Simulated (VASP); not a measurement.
Wanted: the native input for a VASP 6.6.1 run.

- Task: single point
- Functional: PBEsol
- Potentials or basis: VASP PAW PBE potentials, release 64 (Cd_sv_GW, S)
- Cutoff: 630 eV
- k mesh: 9 × 9 × 4
- Occupations: gaussian, width 0.01 eV
- Spin: no spin polarisation
- Dipole correction: no
- Further INCAR settings: ALGO = Normal; EDIFF = 1e-06; NBANDS = 34

The structure of CdS lies in POSCAR:

```
CdS
1.0
    4.1245340297      0.0000000000      0.0000000000
   -2.0622670149      3.5719512485      0.0000000000
    0.0000000000      0.0000000000      6.7092066191
Cd S
2 2
Direct
    0.3333333333      0.6666666667     -0.0275767485
    0.6666666667      0.3333333333      0.4724232515
    0.3333333333      0.6666666667      0.4045767485
    0.6666666667      0.3333333333      0.9045767485
```

This cell differs from its parent crystal: atoms moved along the polar distortion.

One way to write it, as run:

INCAR

```
ALGO = Normal
EDIFF = 1E-6
ENCUT = 630
GGA = PS
GGA_COMPAT = F
ISIF = 2
ISMEAR = 0
LASPH = T
LCHARG = F
LREAL = F
LWAVE = F
NBANDS = 34
NELM = 120
PREC = Accurate
SIGMA = 0.01
```

KPOINTS

```
k-points
0
Gamma
  9 9 4
```

Potentials or basis: VASP PAW PBE potentials, release 64 (Cd_sv_GW, S).

The run is started by

```bash
$ cat potpaw_PBE.64/Cd_sv_GW/POTCAR potpaw_PBE.64/S/POTCAR > POTCAR
$ mpirun -np 1 vasp_std > vasp.out
```

It gave:

```yaml
Pressure: 1.9 GPa
Largest_force: 0.683 eV/Å
Band_gap_on_the_k_mesh: 1.26 eV
```

Caveat: the cell differs from its parent crystal (atoms moved along the polar distortion); the stress differs along the axes, from -3 to 4 GPa; the PAW data sets were made with another functional, which shifts forces and pressure a little.

It took 110 s on 1 thread of Intel(R) Xeon(R) 6975P-C (Granite Rapids), on a shared host, peak memory 0.34 GiB.
